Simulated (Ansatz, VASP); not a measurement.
**MgO in VASP and in Ansatz**

```
CELL_PARAMETERS angstrom
0.06321 2.16537 2.16537
2.16537 0.06321 2.16537
2.16537 2.16537 0.06321
ATOMIC_POSITIONS crystal
Mg 0.00000 0.00000 0.00000
O 0.50000 0.50000 0.50000
```

Change from the starting cell: shear_111 strain +4.5%.

Alike in both runs: task single point; functional r2SCAN; k mesh 10 × 10 × 10; no spin polarisation.

|  | VASP | Ansatz |
| --- | --- | --- |
| version | VASP 6.6.1 | Ansatz 0.2.0 |
| potentials or method | VASP PAW PBE potentials, release 64 (Mg_sv, O) | plane waves, PAW |
| plane-wave cutoff (eV) | 660 | 500 |
| occupations | gaussian, width 0.01 eV | fixed |
| valence electrons in the cell | 16 | 16 |

|  | VASP | Ansatz | Ansatz less VASP |
| --- | --- | --- | --- |
| gap on the k mesh at the Fermi level (eV) | 5.13 | 5.09 | -0.031 |
| pressure (GPa) | -6.9 | -6.7 | +0.23 |
| traceless stress, the component that is largest in VASP (GPa) | -4.77 | -4.66 | +0.112 |

VASP's potentials were made for PBE, not for r2SCAN.
